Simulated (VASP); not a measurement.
Here is a VASP 6.6.1 calculation.

Contents of INCAR:

```
SYSTEM = Mg
PREC = Accurate ; ENCUT = 520
EDIFF = 1E-8 ; ISMEAR = -1
SIGMA = 0.15 ; LREAL = .False.
LASPH = .True. ; NELM = 60
ALGO = Normal ; ISIF = 2
LWAVE = .False. ; LCHARG = .True.
GGA = CA ; IBRION = 8
NSW = 1
```

File KPOINTS:

```
regular mesh
0
Gamma
  12 12 8
  0 0 0
```

Contents of POSCAR:

```
Mg
1.0
    3.1465162292      0.0000000000      0.0000000000
   -1.5732581146      2.7249629879      0.0000000000
    0.0000000000      0.0000000000      5.0492109286
Mg
2
Direct
    0.3333333333      0.6666666667      0.2500000000
    0.6666666667      0.3333333333      0.7500000000
```

Potentials or basis: VASP PAW LDA potentials, release 64 (Mg).

The run is started by

```sh
$ cat potpaw_LDA.64/Mg/POTCAR > POTCAR
$ mpirun -np 1 vasp_std > vasp.out
```

(1) Predict the highest phonon frequency at Γ.

## Answers

(1) 262 cm⁻¹.
